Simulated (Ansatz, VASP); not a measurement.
**Au: VASP beside Ansatz**

```xyz
2
Lattice="2.8468 0.0000 0.0000 -1.4234 2.4654 0.0000 0.0000 0.0000 4.7280" Properties=species:S:1:pos:R:3 pbc="T T T"
Au    0.0000    1.6436    1.1820
Au    1.4234    0.8218    3.5460
```

Alike in both runs: functional LDA; k mesh 16 × 16 × 9; occupations fermi-dirac, width 0.05 eV; no spin polarisation.

Ansatz relaxed the structure, and its values are those at the end. VASP's run is a single point on that final structure, the one shown.

|  | VASP | Ansatz |
| --- | --- | --- |
| version | VASP 6.6.1 | Ansatz 0.2.0 |
| potentials or method | VASP PAW LDA potentials, release 64 (Au) | PAW with Ansatz's default frozen-core files, scalar-relativistic |
| plane-wave cutoff (eV) | 520 | 420 |
| valence electrons in the cell | 22 | 38 |

|  | VASP | Ansatz | Ansatz less VASP |
| --- | --- | --- | --- |
| pressure (GPa) | 0.5 | 0.0 | -0.50 |

LDA's correlation is that of Perdew and Zunger in VASP and of Perdew and Wang (1992) in Ansatz. VASP's potentials hold 22 valence electrons a cell and Ansatz's 38, so a difference there can come from the potentials and not from the codes.

Spin-orbit coupling is off throughout.
